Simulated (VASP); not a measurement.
Write the native input for VASP 6.6.1 that does the following.

* Task: single point
* Functional: PBE
* Potentials or basis: VASP PAW PBE potentials, release 64 (B, P)
* Cutoff: 520 eV
* k mesh: 6 × 6 × 4
* Occupations: gaussian, width 0.1 eV
* Spin: no spin polarisation
* Dipole correction: no
* Further INCAR settings: ALGO = Normal; EDIFF = 1e-07; NBANDS = 18

The structure of B3P2 lies in POSCAR:

```
B3P2
1.0
    3.3942668182      0.0000000000      0.0000000000
   -1.6971334091      2.9395212918      0.0000000000
    0.0000000000      0.0000000000      5.2809278161
B P
3 2
Direct
    0.0000000000      0.0000000000      0.0000000000
    0.3333333333      0.6666666667      0.6450000000
    0.6666666667      0.3333333333      0.3550000000
    0.3333333333      0.6666666667      0.2450000000
    0.6666666667      0.3333333333      0.7550000000
```

The input as run:

INCAR

```
SYSTEM = B3P2
ALGO = Normal
EDIFF = 1E-7
ENCUT = 520
GGA = PE
ISIF = 2
ISMEAR = 0
LASPH = .True.
LCHARG = .False.
LREAL = .False.
LWAVE = .False.
NBANDS = 18
NELM = 80
PREC = Accurate
SIGMA = 0.1
```

KPOINTS

```
k-points
0
Gamma
  6 6 4
  0 0 0
```

Potentials or basis: VASP PAW PBE potentials, release 64 (B, P).

The run is started by

```sh
$ cat potpaw_PBE.64/B/POTCAR potpaw_PBE.64/P/POTCAR > POTCAR
$ mpirun -np 1 vasp_std > vasp.out
```

Results of the run:

```
Pressure      : -2.1 GPa
Largest force : 0.544 eV/Å
```

It took 14 s on 1 thread of Intel(R) Xeon(R) Platinum 8559C (Emerald Rapids) (shared host), peak memory 0.17 GiB.
